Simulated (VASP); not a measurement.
Write the native input for VASP 6.6.1 that does the following.

```yaml
Task: single point
Functional: PBEsol
Potentials_or_basis: VASP PAW PBE potentials, release 64 (As)
Cutoff: 520 eV
k_mesh: 18 × 18 × 18
Occupations: gaussian, width 0.15 eV
Spin: no spin polarisation
Dipole_correction: no
Further_INCAR_settings: ALGO = Normal; EDIFF = 1e-06; NBANDS = 12
```

The structure of As lies in POSCAR:

```
As
1.0
    1.8327557211      1.0581420089      3.4857700000
   -1.8327557211      1.0581420089      3.4857700000
    0.0000000000     -2.1162840178      3.4857700000
As
2
Direct
    0.2275400000      0.2275400000      0.2275400000
    0.7724600000      0.7724600000      0.7724600000
```

This cell differs from its parent crystal: strain -0.0250 x Voigt [1, 1, 0, 0, 0, 0].

These files were run (other wordings do the same):

INCAR

```
SYSTEM = As
ALGO = Normal ; EDIFF = 1E-6
ENCUT = 520 ; GGA = PS
ISIF = 2 ; ISMEAR = 0
LASPH = .TRUE. ; LCHARG = .TRUE.
LELF = .TRUE. ; LREAL = .FALSE.
LVHAR = .TRUE. ; LWAVE = .FALSE.
NBANDS = 12 ; NELM = 100
PREC = Accurate ; SIGMA = 0.15
```

KPOINTS

```
k-points
0
G
  18 18 18
  0 0 0
```

Potentials or basis: VASP PAW PBE potentials, release 64 (As).

Command:

```bash
$ cat potpaw_PBE.64/As/POTCAR > POTCAR
$ mpirun -np 1 vasp_std > vasp.out
```

Results of the run:

```json
{
  "Pressure": "5.5 GPa",
  "Largest force": "0.588 eV/Å",
  "Band gap on the k mesh": "zero (band 5 reaches 6.41 eV, above the bottom of band 6 at 5.69 eV)"
}
```

Caveat: the cell differs from its parent crystal (strain -0.0250 x Voigt [1, 1, 0, 0, 0, 0]); the PAW data sets were made with another functional, which shifts forces and pressure a little.

It took 98 s on 1 thread of Intel(R) Xeon(R) 6975P-C (Granite Rapids), on a shared host, peak memory 0.35 GiB.
